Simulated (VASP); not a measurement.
Input of a VASP 6.6.1 run:

INCAR

```
SYSTEM = P
  PREC = Accurate
  ENCUT = 520
  EDIFF = 1E-6
  ISMEAR = 0
  SIGMA = 0.028000000000000004
  LREAL = .FALSE.
  LASPH = .TRUE.
  NELM = 80
  ALGO = Normal
  ISIF = 2
  LWAVE = .FALSE.
  LCHARG = .FALSE.
  GGA = PE
  NBANDS = 18
```

The input KPOINTS:

```
regular mesh
0
G
  8 8 6
  0 0 0
```

File POSCAR:

```
P
1.0
    1.6477431241     -5.4650377251      0.0000000000
    1.6477431241      5.4650377251      0.0000000000
    0.0000000000      0.0000000000      4.5436355900
P
4
Direct
    0.9041431300      0.0958568700      0.5888151700
    0.0958568700      0.9041431300      0.4111848300
    0.5958568700      0.4041431300      0.0888151700
    0.4041431300      0.5958568700      0.9111848300
```

Potentials or basis: VASP PAW PBE potentials, release 64 (P).

Run with:

```bash
$ cat potpaw_PBE.64/P/POTCAR > POTCAR
$ mpirun -np 1 vasp_std > vasp.out
```

Task: Estimate the largest force.

Result: 0.287 eV/Å.

Task: Predict the pressure.

Result: 1.7 GPa.

Forces on the atoms (eV/Å):
```
P    0.000  0.128 -0.257
P    0.000 -0.128  0.257
P    0.000 -0.128 -0.257
P    0.000  0.128  0.257
```
